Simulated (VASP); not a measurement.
# AlB2N3 (P-3m1) in VASP: a series of runs

The runs below take AlB2N3 through relaxation of cell and atoms, single point, with PBE.

The COD entry that gives the cell may itself be a prediction, so a difference from it is no test against experiment.

Program: VASP 6.6.1. These are calculated values, not measurements. Logs are shortened: lines on timing, memory, paths and dates and some standing lists are left out, and cuts for length are marked.

### 1 The cell of the first run

It takes space group P-3m1 (No. 164, trigonal). The conventional cell has a = 3.079 Å, b = 3.079 Å, c = 7.542 Å, α = 90.00°, β = 90.00°, γ = 120.00°. Al (site symmetry -3m) has 6 N at 2.18 Å within 2.9 Å. B (site symmetry 3m) has 6 N at 2.18 Å within 2.9 Å. Within 2.9 Å of N (site symmetry 3m) lie 3 B at 2.18 Å and 3 Al at 2.18 Å. N (site symmetry -3m) has 6 B at 2.18 Å within 2.9 Å.

### 2 Relaxation of cell and atoms, PBE

INCAR

```
ALGO     = Normal         # electronic algorithm
EDIFF    = 1E-6           # SCF threshold, eV
EDIFFG   = -0.04          # ionic threshold
ENCUT    = 600            # plane-wave cutoff, eV
GGA      = PE             # functional
IBRION   = 2              # ionic algorithm
ISIF     = 3              # what is computed and relaxed
ISMEAR   = 0              # smearing method
LASPH    = True           # aspherical terms in the spheres
LCHARG   = False          # write CHGCAR
LREAL    = False          # projectors in reciprocal space
LWAVE    = False          # write WAVECAR
NELM     = 80             # most SCF steps
NSW      = 90             # ionic steps
PREC     = Accurate       # precision mode
SIGMA    = 0.1            # smearing width, eV
```

KPOINTS

```
k-points
0
Gamma
  6 6 2
```

POSCAR

```
AlB2N3
1.0
    3.0788343700      0.0000000000      0.0000000000
   -1.5394171900      2.6663487800      0.0000000000
    0.0000000000      0.0000000000      7.5415732200
Al B N
1 2 3
Direct
    0.0000000000      0.0000000000      0.0000000000
    0.3333333300      0.6666666700      0.6666666700
    0.6666666700      0.3333333300      0.3333333300
    0.6666666700      0.3333333300      0.8333333300
    0.3333333300      0.6666666700      0.1666666700
    0.0000000000      0.0000000000      0.5000000000
```

Potentials or basis: VASP PAW PBE potentials, release 64 (Al, B, N).

Launch:

```bash
cat potpaw_PBE.64/Al/POTCAR potpaw_PBE.64/B/POTCAR potpaw_PBE.64/N/POTCAR > POTCAR
mpirun -np 1 vasp_std > vasp.out
```

OUTCAR:

```text
EDIFF = 1E-6
   EDIFFG = -0.04
   ENCUT = 600
   GGA = PE
   IBRION = 2
   ISIF = 3
   ISMEAR = 0
   LASPH = True
   LREAL = False
   NELM = 80
   NSW = 90
   PREC = Accurate

 ion  position               nearest neighbor table
   1  0.000  0.000  0.000-   4 2.18   5 2.18   4 2.18   5 2.18   4 2.18   5 2.18
   2  0.333  0.667  0.667-
   3  0.667  0.333  0.333-
   4  0.667  0.333  0.833-   1 2.18   1 2.18   1 2.18
   5  0.333  0.667  0.167-   1 2.18   1 2.18   1 2.18
   6  0.000  0.000  0.500-

  LATTYP: Found a hexagonal cell.
 ALAT       =     3.0788343700
 C/A-ratio  =     2.4494897463

  Lattice vectors:

 A1 = (   3.0788343700,   0.0000000000,   0.0000000000)
 A2 = (  -1.5394171900,   2.6663487800,   0.0000000000)
 A3 = (   0.0000000000,   0.0000000000,   7.5415732200)

Analysis of symmetry for initial positions (statically):
=====================================================================
 Subroutine PRICEL returns:
 Original cell was already a primitive cell.

 Routine SETGRP: Setting up the symmetry group for a
 hexagonal supercell.

 Subroutine GETGRP returns: Found 12 space group operations
 (whereof 12 operations were pure point group operations)
 out of a pool of 24 trial point group operations.

The static configuration has the point symmetry D_3d.

Analysis of symmetry for dynamics (positions and initial velocities):
=====================================================================
 Subroutine PRICEL returns:
 Original cell was already a primitive cell.

 Routine SETGRP: Setting up the symmetry group for a
 hexagonal supercell.

 Subroutine GETGRP returns: Found 12 space group operations
 (whereof 12 operations were pure point group operations)
 out of a pool of 24 trial point group operations.

The dynamic configuration has the point symmetry D_3d.

 Subroutine INISYM returns: Found 12 space group operations
 (whereof 12 operations are pure point group operations),
 and found     1 'primitive' translations

----------------------------------------------------------------------------------------

                                     Primitive cell

  volume of cell :      61.9106

  direct lattice vectors                    reciprocal lattice vectors
     3.078834370  0.000000000  0.000000000     0.324798245  0.187522355  0.000000000
    -1.539417190  2.666348780  0.000000000     0.000000000  0.375044708  0.000000000
     0.000000000  0.000000000  7.541573220     0.000000000  0.000000000  0.132598328

  length of vectors
     3.078834370  3.078834374  7.541573220     0.375044709  0.375044708  0.132598328

  position of ions in fractional coordinates (direct lattice)
     0.000000000  0.000000000  0.000000000
     0.333333330  0.666666670  0.666666670
     0.666666670  0.333333330  0.333333330
     0.666666670  0.333333330  0.833333330
     0.333333330  0.666666670  0.166666670
     0.000000000  0.000000000  0.500000000

  ion indices of the primitive-cell ions
   primitive index   ion index
                 1           1
                 2           2
                 3           3
                 4           4
                 5           5
                 6           6

----------------------------------------------------------------------------------------

 KPOINTS: k-points

Automatic generation of k-mesh.
 Grid dimensions read from file:
 generate k-points for:    6    6    2

 Generating k-lattice:

  Cartesian coordinates                     Fractional coordinates (reciprocal lattice)
     0.054133041  0.031253726  0.000000000     0.166666667  0.000000000  0.000000000
     0.000000000  0.062507451  0.000000000     0.000000000  0.166666667  0.000000000
     0.000000000  0.000000000  0.066299164     0.000000000  0.000000000  0.500000000

  Length of vectors
     0.062507451  0.062507451  0.066299164

  Shift w.r.t. Gamma in fractional coordinates (k-lattice)
     0.000000000  0.000000000  0.000000000

 Subroutine IBZKPT returns following result:
 ===========================================

 Found     14 irreducible k-points:

 Following reciprocal coordinates:
            Coordinates               Weight
  0.000000  0.000000  0.000000      1.000000
  0.166667 -0.000000  0.000000      6.000000
  0.333333 -0.000000  0.000000      6.000000
  0.500000  0.000000  0.000000      3.000000
  0.166667  0.166667  0.000000      6.000000
  0.333333  0.166667  0.000000     12.000000
  0.333333  0.333333  0.000000      2.000000
  0.000000  0.000000  0.500000      1.000000
  0.166667 -0.000000  0.500000      6.000000
  0.333333 -0.000000  0.500000      6.000000
  0.500000  0.000000  0.500000      3.000000
  0.166667  0.166667  0.500000      6.000000
  0.333333  0.166667  0.500000     12.000000
  0.333333  0.333333  0.500000      2.000000
   k-points           NKPTS =     14   k-points in BZ     NKDIM =     14   number of bands    NBANDS=     16
   number of dos      NEDOS =    301   number of ions     NIONS =      6
   total plane-waves  NPLWV =  47040
   dimension x,y,z NGX =    28 NGY =   28 NGZ =   60
   dimension x,y,z NGXF=    56 NGYF=   56 NGZF=  120
   ions per type =               1   2   3
   NGX,Y,Z   is equivalent  to a cutoff of  15.12, 15.12, 13.23 a.u.
   NGXF,Y,Z  is equivalent  to a cutoff of  30.24, 30.24, 26.45 a.u.
 SYSTEM =  unknown system
   PREC   = accura    normal or accurate (medium, high low for compatibility)
   ISTART =      0    job   : 0-new  1-cont  2-samecut
   ICHARG =      2    charge: 1-file 2-atom 10-const
   ISPIN  =      1    spin polarized calculation?
   LNONCOLLINEAR =      F non collinear calculations
   LSORBIT =      F    spin-orbit coupling
   LASPH  =      T    aspherical Exc in radial PAW
   ENCUT  =  600.0 eV  44.10 Ry    6.64 a.u.   6.15  6.15 15.06*2*pi/ulx,y,z
   NELM   =     80;   NELMIN=  2; NELMDL= -5     # of ELM steps
   EDIFF  = 0.1E-05   stopping-criterion for ELM
   LREAL  =      F    real-space projection
   EDIFFG = -.4E-01   stopping-criterion for IOM
   NSW    =     90    number of steps for IOM
   IBRION =      2    ionic relax: 0-MD 1-quasi-New 2-CG
   NFREE  =      1    steps in history (QN), initial steepest desc. (CG)
   ISIF   =      3    stress and relaxation
   ISYM   =      2    0-nonsym 1-usesym 2-fastsym
   POTIM  = 0.5000    time-step for ionic-motion
   TEBEG  =    0.0;   TEEND  =   0.0 temperature during run
   PSTRESS=    0.0 pullay stress
   NELECT =      24.0000    total number of electrons
   NUPDOWN=      -1.0000    fix difference up-down
   EMIN   =  10.00;   EMAX   =-10.00  energy-range for DOS
   EFERMI =   0.00;   METHOD = LEGACY
   ISMEAR =     0;   SIGMA  =   0.10  broadening in eV -4-tet -1-fermi 0-gaus
   EFERMI_NEDOS =   21; number of points for ismear=-14 and -15
   IALGO  =     38    algorithm
   IMIX   =      4    mixing-type and parameters
     AMIX     =   0.40;   BMIX     =  1.00
     AMIX_MAG =   1.60;   BMIX_MAG =  1.00
  volume/ion in A,a.u.               =      10.32        69.63
  Fermi-wavevector in a.u.,A,eV,Ry     =   1.193686  2.255740 19.386760  1.424887
  Thomas-Fermi vector in A             =   2.329695
   LORBIT       =      0    0 simple, 1 ext, 2 COOP (PROOUT), +10 PAW based schemes
   GGA     = PE    functional components
   LHFCALC =     F    Hartree Fock is set to
   AEXX    =    0.0000 exact exchange contribution
   IVDW    =     0    specifies the selected vdW correction
   LEPSILON=     F    determine dielectric tensor
   LRPA    =     F    only Hartree local field effects (RPA)
 conjugate gradient relaxation of ions
 non-spin polarized calculation
 Gauss-broadening in eV      SIGMA  =   0.10
  energy-cutoff  :      600.00
  volume of cell :       61.91
 maximum number of plane-waves:      2080
 NGX is ok and might be reduce to    28
   NGX = 13   NGY = 13   NGZ = 31

--------------------------------------- Ionic step        1  -------------------------------------------

 number of electron      24.0000002 magnetization

 Free energy of the ion-electron system (eV)
  ---------------------------------------------------
  ext. energy  EPLUGINS =         0.00000000
  ---------------------------------------------------
  free energy    TOTEN  =       -35.09071740 eV

  energy without entropy =      -35.08264189  energy(sigma->0) =      -35.08667965

 E-fermi :   4.4261     XC(G=0): -10.9028

 val. band max:        4.3791767319   @ k =   0.1667  -0.0000   0.5000
 cond. band min:       4.5817661634   @ k =   0.5000   0.0000   0.5000
 fundamental gap:      0.2025894315
 Fermi energy:         4.4261300513

 k-point     1 :       0.0000    0.0000    0.0000
  band No.  band energies     occupation
      1     -11.2403      2.00000
      2      -9.7381      2.00000
      3      -9.5256      2.00000
      4      -1.6959      2.00000
      5      -1.4127      2.00000
      6       3.6675      2.00000
[... 8 lines left out ...]
     15       7.9003      0.00000
     16       8.8140      0.00000
[... 547 lines left out ...]
 POSITION                                       TOTAL-FORCE (eV/Angst)
 -----------------------------------------------------------------------------------
      0.00000      0.00000      0.00000         0.000000      0.000000      0.000000
     -0.00000      1.51593      4.25036         0.000000      0.000000     -0.026309
      1.31283      0.75796      2.18910        -0.000000     -0.000000      0.026309
      1.31283      0.75796      5.21142         0.000000      0.000000     -0.069040
     -0.00000      1.51593      1.22803        -0.000000      0.000000      0.069040
     -0.00000      0.00000      3.21973         0.000000      0.000000      0.000000
 -----------------------------------------------------------------------------------
    total drift:                                0.000000      0.000000      0.000000

  FREE ENERGIE OF THE ION-ELECTRON SYSTEM (eV)
  ---------------------------------------------------
  free  energy   TOTEN  =       -41.4028864966 eV

  energy  without entropy=      -41.4028864966  energy(sigma->0) =      -41.40288650

--------------------------------------- Ionic step        9  -------------------------------------------

 number of electron      24.0000001 magnetization

 Free energy of the ion-electron system (eV)
  ---------------------------------------------------
  ext. energy  EPLUGINS =         0.00000000
  ---------------------------------------------------
  free energy    TOTEN  =       -41.40329426 eV

  energy without entropy =      -41.40329426  energy(sigma->0) =      -41.40329426

 E-fermi :  10.6359     XC(G=0): -13.0945

 val. band max:       10.1270589558   @ k =   0.1667  -0.0000   0.5000
 cond. band min:      11.8266533306   @ k =   0.5000   0.0000   0.0000
 fundamental gap:      1.6995943748
 Fermi energy:        10.6359061556

 k-point     1 :       0.0000    0.0000    0.0000
  band No.  band energies     occupation
      1     -10.2468      2.00000
      2      -8.1114      2.00000
      3      -7.0308      2.00000
      4       2.1567      2.00000
      5       2.2159      2.00000
      6       8.7708      2.00000
[... 8 lines left out ...]
     15      16.3583      0.00000
     16      16.6100      0.00000
[... 267 lines left out ...]
 POSITION                                       TOTAL-FORCE (eV/Angst)
 -----------------------------------------------------------------------------------
      0.00000      0.00000      0.00000        -0.000000     -0.000000     -0.000000
     -0.00000      1.51413      4.24853         0.000000     -0.000000     -0.008704
      1.31128      0.75707      2.19023        -0.000000      0.000000      0.008704
      1.31128      0.75707      5.20794         0.000000      0.000000     -0.005102
     -0.00000      1.51413      1.23083        -0.000000     -0.000000      0.005102
     -0.00000      0.00000      3.21938        -0.000000     -0.000000     -0.000000
 -----------------------------------------------------------------------------------
    total drift:                                0.000000      0.000000      0.000000

  FREE ENERGIE OF THE ION-ELECTRON SYSTEM (eV)
  ---------------------------------------------------
  free  energy   TOTEN  =       -41.4032942640 eV

  energy  without entropy=      -41.4032942640  energy(sigma->0) =      -41.40329426

 reached required accuracy - stopping structural energy minimisation
```

It took 1.8 min on 1 thread of Intel Xeon 6975P-C, shared host; peak memory 0.22 GiB.

Results:

| Item | Value |
| --- | --- |
| Free energy | -41.4033 eV |
| Relaxed volume | 6.39 Å³/atom |
| Relaxed cell | a = 2.623 Å, b = 2.623 Å, c = 6.439 Å, α = 90.00°, β = 90.00°, γ = 120.00° |
| Space group after relaxing (to 0.05 Å) | P-3m1 (No. 164) |
| Energy gained by relaxing | 1052.1 meV/atom |
| Ionic steps | 9 |
| Pressure after relaxing | 0.2 GPa |
| Largest force after relaxing | 0.009 eV/Å |
| Band gap on the k mesh | 1.70 eV, indirect (least direct gap 2.81 eV) |

Forces in eV/Å, atoms in the order of the input:
```
Al   0.000  0.000  0.000
B    0.000  0.000 -0.009
B    0.000  0.000  0.009
N    0.000  0.000 -0.005
N    0.000  0.000  0.005
N    0.000  0.000  0.000
```

Stress tensor (GPa, compression positive):
```
0.25 0.00 0.00
0.00 0.25 0.00
0.00 0.00 0.14
```

Step by step:
```csv
step,energy change (eV),largest force (eV/Å),pressure (GPa),volume (Å³)
1,0.0000,0.9495,-52.72,61.91
2,-5.7013,3.8048,26.42,36.20
3,-5.8782,3.4104,2.55,38.65
4,-6.1487,1.6388,11.89,37.11
5,-6.2489,1.0833,7.06,37.63
6,-6.2968,0.5032,-4.16,38.88
7,-6.3122,0.0693,-0.69,38.46
8,-6.3122,0.0690,-0.55,38.45
9,-6.3126,0.0087,0.21,38.35
```

Final structure:
```
Al B N
1.0
     2.62255    0.00000    0.00000
    -1.31128    2.27120    0.00000
     0.00000    0.00000    6.43876
Al B N
1 2 3
Direct
  0.00000 0.00000 0.00000
  0.33333 0.66667 0.65984
  0.66667 0.33333 0.34016
  0.66667 0.33333 0.80884
  0.33333 0.66667 0.19116
  0.00000 0.00000 0.50000
```

Caveat: the volume moved by over 15 % at a fixed basis, so the end points are rough.

(Continued in part 2 of 2.)
